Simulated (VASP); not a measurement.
Si2Mo, 3 atoms in the cell. It takes space group I4/mmm (No. 139, tetragonal). The conventional cell has a = 3.204 Å, b = 3.204 Å, c = 7.843 Å, α = 90.00°, β = 90.00°, γ = 90.00°. Within 3.4 Å of Si (site symmetry 4mm) lie 9 Si at 2.59 to 3.20 Å and 5 Mo at 2.61 to 2.63 Å. Within 3.4 Å of Mo (site symmetry 4/mmm) lie 10 Si at 2.61 to 2.63 Å and 4 Mo at 3.20 Å. 

| Property | Result |
| --- | --- |
| Program | VASP 6.6.1 |
| Task | relaxation of shape and atoms at fixed volume |
| Functional | PBE |
| Dispersion | D4 |
| Potentials or basis | VASP PAW PBE potentials, release 64 (Si, Mo_sv) |
| Cutoff | 600 eV |
| k mesh | 10 × 10 × 10 |
| Occupations | gaussian, width 0.05 eV |
| Spin | no spin polarisation |
| Dipole correction | no |
| Further INCAR settings | ALGO = Normal; EDIFF = 1e-07; IBRION = 2; EDIFFG = -0.02; NSW = 60; ISIF = 4 |

Potentials or basis: VASP PAW PBE potentials, release 64 (Si, Mo_sv).

The run is started by

```bash
$ cat potpaw_PBE.64/Si/POTCAR potpaw_PBE.64/Mo_sv/POTCAR > POTCAR
$ mpirun -np 1 vasp_std > vasp.out
```

Hardware: 1 thread of Intel(R) Xeon(R) Platinum 8259CL CPU @ 2.50GHz (Skylake/Cascade Lake), on a shared host.

Estimate the wall time of this run.

Wall time 81 s on 1 thread of Intel(R) Xeon(R) Platinum 8259CL CPU @ 2.50GHz (Skylake/Cascade Lake), with other jobs on the host, peak memory 0.25 GiB. Counts: scf iterations 14, k points 102, ion steps 1.
